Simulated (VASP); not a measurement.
Wanted: the native input for a VASP 6.6.1 run.

* Task: density of states
* Functional: PBE
* Potentials or basis: VASP PAW PBE potentials, release 64 (O, Si)
* Cutoff: 520 eV
* k mesh: 9 × 9 × 7
* Occupations: methfessel-paxton, width 0.0159 eV
* Spin: no spin polarisation
* Dipole correction: no
* k mesh for the DOS: 14 × 14 × 11
* Occupations for the DOS: tetrahedron
* Further INCAR settings: ALGO = Normal; EDIFF = 1e-07; NBANDS = 14

Si2O:

```
O Si
1.0
     3.37138    0.00000    0.00000
    -1.68569    2.91970    0.00000
     0.00000    0.00000    3.85004
O Si
1 2
Direct
  0.00000 0.00000 0.00000
  0.33330 0.66670 0.50000
  0.66660 0.33330 0.50000
```

These files were run (other wordings do the same):

POSCAR

```
Si2O
1.0
    3.3713770000      0.0000000000      0.0000000000
   -1.6856880000      2.9197000000      0.0000000000
    0.0000000000      0.0000000000      3.8500360000
O Si
1 2
Direct
    0.0000000000      0.0000000000      0.0000000000
    0.3333000000      0.6667000000      0.5000000000
    0.6666000000      0.3333000000      0.5000000000
```

INCAR.step1

```
SYSTEM = Si2O
PREC = Accurate
ENCUT = 520
EDIFF = 1E-7
ISMEAR = 1
SIGMA = 0.0159
LREAL = .False.
LASPH = .True.
NELM = 80
ALGO = Normal
ISIF = 2
LWAVE = .False.
LCHARG = .True.
GGA = PE
NBANDS = 14
```

KPOINTS.step1

```
regular mesh
0
Gamma
  9 9 7
  0 0 0
```

INCAR.step2

```
SYSTEM = Si2O
PREC = Accurate
ENCUT = 520
EDIFF = 1E-7
ISMEAR = -5
SIGMA = 0.0159
LREAL = .False.
LASPH = .True.
NELM = 80
ALGO = Normal
ISIF = 2
LWAVE = .False.
LCHARG = .False.
GGA = PE
LORBIT = 10
NBANDS = 14
NEDOS = 2001
ICHARG = 11
```

KPOINTS.step2

```
regular mesh
0
Gamma
  14 14 11
  0 0 0
```

Potentials or basis: VASP PAW PBE potentials, release 64 (O, Si).

Launch:

```console
$ cat potpaw_PBE.64/O/POTCAR potpaw_PBE.64/Si/POTCAR > POTCAR
$ cp INCAR.step1 INCAR
$ cp KPOINTS.step1 KPOINTS
$ mpirun -np 1 vasp_std > vasp.out
$ cp INCAR.step2 INCAR
$ cp KPOINTS.step2 KPOINTS
$ mpirun -np 1 vasp_std > vasp.out
```

Results of the run:

```
Valence electrons inside the program's atomic spheres : O 4.78; Si 2.04
```

Run time: 2.1 min on 1 thread of Intel(R) Xeon(R) Platinum 8375C CPU @ 2.90GHz (Ice Lake), with other jobs on the host, peak memory 0.26 GiB.
